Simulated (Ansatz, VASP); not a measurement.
Two plane-wave programs on PbS

The input INCAR:

```
SYSTEM = PbS
ALGO     = Normal         ! electronic algorithm
EDIFF    = 1E-6           ! SCF threshold, eV
ENCUT    = 520            ! plane-wave cutoff, eV
GGA      = PS             ! functional
ISIF     = 2              ! what is computed and relaxed
ISMEAR   = 0              ! smearing method
LASPH    = .True.         ! aspherical terms in the spheres
LCHARG   = .True.         ! write CHGCAR
LELF     = .True.         ! ELF
LREAL    = .False.        ! projectors in reciprocal space
LVHAR    = .True.       
LWAVE    = .False.        ! write WAVECAR
NBANDS   = 28             ! bands
NELM     = 60             ! most SCF steps
PREC     = Accurate       ! precision mode
SIGMA    = 0.01           ! smearing width, eV
```

KPOINTS

```
k-points
0
Gamma
  2 4 4
  0 0 0
```

POSCAR

```
PbS
1.0
   11.2982770000      0.0000000000      0.0000000000
    0.0000000000      3.0043750000      3.0061810000
    0.0000000000     -3.0043750000      3.0061810000
Pb S
2 2
Direct
    0.6245810000      0.2566380000      0.7566380000
    0.3754190000      0.7566380000      0.2566380000
    0.6136750000      0.7643620000      0.2643620000
    0.3863250000      0.2643620000      0.7643620000
```

Input for Ansatz:

```yaml
crystal:
  lattice:
    - [11.298277, 0.0, 0.0]
    - [0.0, 3.004375, 3.006181]
    - [0.0, -3.004375, 3.006181]
  atoms:
    - { symbol: Pb, position: [0.624581, 0.256638, 0.756638] }
    - { symbol: Pb, position: [0.375419, 0.756638, 0.256638] }
    - { symbol: S, position: [0.613675, 0.764362, 0.264362] }
    - { symbol: S, position: [0.386325, 0.264362, 0.764362] }
basis:
  ecutwfc: 421.77648681281397
kpoints:
  mp_grid:
    grid: [2, 4, 4]
hamiltonian:
  xc: pbesol
  pseudopotentials:
    kind: paw
scf:
  occupations:
    method: fixed
output:
  optics:
    de: 0.05
    sigma: 0.1
    nscf_kmesh:
      grid: [2, 5, 5]
```

Alike in both runs: task single point; functional PBEsol; k mesh 2 × 4 × 4; no spin polarisation.

|  | VASP | Ansatz |
| --- | --- | --- |
| version | VASP 6.6.1 | Ansatz 0.2.0 |
| potentials or method | VASP PAW PBE potentials, release 64 (Pb_d, S), cutoff 520 eV | plane waves, PAW |
| occupations | gaussian, width 0.01 eV | fixed |
| valence electrons in the cell | 40 | 40 |

|  | VASP | Ansatz | Ansatz less VASP |
| --- | --- | --- | --- |
| gap on the k mesh at the Fermi level (eV) | 2.02 | 2.02 | -0.002 |

VASP's potentials were made for PBE, not for PBEsol.

Neither program's run includes spin-orbit coupling.
